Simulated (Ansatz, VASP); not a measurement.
# Two plane-wave programs on Si

```xyz
17
Lattice="0.0000 5.4300 5.4300 5.4300 0.0000 5.4300 5.4300 5.4300 0.0000" Properties=species:S:1:pos:R:3 pbc="T T T"
Si   -0.1130   -0.1145    0.1909
Si    1.2963    1.3010    1.4310
Si    2.4394    2.4513   -0.2645
Si    3.8238    3.8279    1.1126
Si    2.7431    0.0429    2.7572
Si    4.0582    1.4056    4.1203
Si    5.3170    2.9063    2.6005
Si    6.7262    4.1471    4.0156
Si    0.0359    2.7436    2.7602
Si    1.4032    4.0569    4.1219
Si    2.9003    5.3172    2.6022
Si    4.1323    6.7320    4.0166
Si    2.8174    2.8165    5.5315
Si    4.1649    4.1676    6.8824
Si    5.4658    5.4757    5.4586
Si    6.8331    6.8372    6.7720
Si    6.3628    6.3663    9.0811
```

Alike in both runs: functional PBE; dispersion D3(BJ); k mesh 2 × 2 × 2; occupations gaussian, width 0.05 eV; no spin polarisation.

Ansatz relaxed the structure, and its values are those at the end. VASP's run is a single point on that final structure, the one shown.

|  | VASP | Ansatz |
| --- | --- | --- |
| version | VASP 6.6.1 | Ansatz 0.2.0 |
| potentials or method | VASP PAW PBE potentials, release 64 (Si), cutoff 520 eV | scalar-relativistic, plane waves, PAW |
| valence electrons in the cell | 68 | 68 |

|  | VASP | Ansatz | Ansatz less VASP |
| --- | --- | --- | --- |
| rms of the force components (eV/Å) | 0.010 | 0.009 | -0.0009 |

The k mesh is coarse, so the values compare programs but aren't converged.
